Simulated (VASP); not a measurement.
## TiWN2: relaxation of cell and atoms with PBE

The system is TiWN2.

```
Ti W N
1.0
     2.86837    0.00000    0.00000
    -1.43418    2.48408    0.00000
     0.00000    0.00000    5.63264
Ti W N
1 1 2
Cartesian
  0.0000 1.6561 2.8163
  0.0000 1.6561 0.0000
  0.0000 0.0000 4.2744
  0.0000 0.0000 1.3582
```

```json
{
 "Program": "VASP 6.6.1",
 "Task": "relaxation of cell and atoms",
 "Functional": "PBE",
 "Potentials or basis": "VASP PAW PBE potentials, release 64 (Ti_sv, W_sv, N)",
 "Cutoff": "600 eV",
 "k mesh": "18 × 18 × 8",
 "Occupations": "gaussian, width 0.1 eV",
 "Spin": "no spin polarisation",
 "Dipole correction": "no",
 "Further INCAR settings": "ALGO = Normal; EDIFF = 1e-06; IBRION = 2; EDIFFG = -0.01; NSW = 100; ISIF = 3"
}
```

```yaml
Relaxed_volume: 10.04 Å³/atom
Relaxed_cell: a = 2.871 Å, b = 2.871 Å, c = 5.628 Å, α = 90.00°, β = 90.00°, γ = 120.00°
Space_group_after_relaxing_to_0.05_Å: P-6m2 (No. 187)
Energy_gained_by_relaxing: 0.2 meV/atom
Ionic_steps: 6
Pressure_after_relaxing: 0.0 GPa
Largest_force_after_relaxing: 0.006 eV/Å
Band_gap_on_the_k_mesh: zero (band 18 reaches 12.16 eV, above the bottom of band 19 at 11.36 eV)
```

Forces on the atoms (eV/Å):
```
Ti   0.000  0.000  0.000
W    0.000  0.000  0.000
N    0.000  0.000  0.006
N    0.000  0.000 -0.006
```

Stress tensor (GPa, compression positive):
```
 0.01  0.00  0.00
 0.00  0.01  0.00
 0.00  0.00 -0.10
```

The path:
| step | energy change (eV) | largest force (eV/Å) | pressure (GPa) | volume (Å³) |
| --- | --- | --- | --- | --- |
| 1 | 0.0000 | 0.1058 | 0.66 | 40.13 |
| 2 | 0.0001 | 0.0176 | -1.54 | 40.37 |
| 3 | -0.0005 | 0.0460 | -0.41 | 40.25 |
| 4 | -0.0008 | 0.0057 | 0.02 | 40.18 |
| 5 | -0.0008 | 0.0111 | -0.01 | 40.19 |
| 6 | -0.0008 | 0.0064 | -0.03 | 40.18 |

Final structure:
```cif
data_structure
_symmetry_space_group_name_H-M 'P 1'
_symmetry_Int_Tables_number 1
_cell_length_a 2.8711
_cell_length_b 2.8711
_cell_length_c 5.6280
_cell_angle_alpha 90.000
_cell_angle_beta 90.000
_cell_angle_gamma 120.000
_cell_volume 40.18
loop_
_atom_site_label
_atom_site_type_symbol
_atom_site_fract_x
_atom_site_fract_y
_atom_site_fract_z
_atom_site_occupancy
Ti1 Ti 0.33333 0.66667 0.50000 1
W1 W 0.33333 0.66667 0.00000 1
N1 N 0.00000 0.00000 0.75777 1
N2 N 0.00000 0.00000 0.24223 1
```

Levels at points of the mesh, in eV from the Fermi level:
```
           k point  band 16  band 17  band 18  band 19  band 20  band 21
(0.00, 0.00, 0.00)    -3.80    -2.97    -0.28    -0.28     1.75     2.27
(0.50, 0.00, 0.00)    -3.45    -3.33    -0.44     1.81     2.84     3.13
(0.00, 0.00, 0.50)    -3.97    -0.85    -0.05     0.27     0.27     0.39
(0.50, 0.00, 0.50)    -4.13    -2.44    -0.73     1.92     2.07     2.54
```

Run time: 4.4 min on 1 thread of Intel(R) Xeon(R) 6975P-C (Granite Rapids), on a shared host, peak memory 0.35 GiB.

Caveat: spin-orbit coupling is left out, which moves the levels of the heavy elements.
